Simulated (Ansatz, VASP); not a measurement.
## One calculation of Si2W, two programs

```
Si W
1.0
    -1.61473    1.61473    3.93371
     1.61473   -1.61473    3.93371
     1.61473    1.61473   -3.93371
Si W
2 1
Direct
  0.33455 0.33455 0.00000
  0.66545 0.66545 0.00000
  0.00000 0.00000 0.00000
```

Alike in both runs: functional PBE; k mesh 18 × 18 × 18; occupations gaussian, width 0.1 eV; no spin polarisation.

Ansatz relaxed the structure, and its values are those at the end. VASP's run is a single point on that final structure, the one shown.

|  | VASP | Ansatz |
| --- | --- | --- |
| version | VASP 6.6.1 | Ansatz 0.2.0 |
| potentials or method | VASP PAW PBE potentials, release 64 (Si, W_sv) | scalar-relativistic, plane waves, norm-conserving pseudopotentials |
| plane-wave cutoff (eV) | 500 | 1007 |
| valence electrons in the cell | 22 | 22 |

```tsv
	VASP	Ansatz	Ansatz less VASP
gap on the k mesh at the Fermi level (eV)	none	none	-
pressure (GPa)	0.0	0.0	+0.01
```

A gap of «none» marks a metal or a gap that the smearing closes.

Spin-orbit coupling is off throughout.
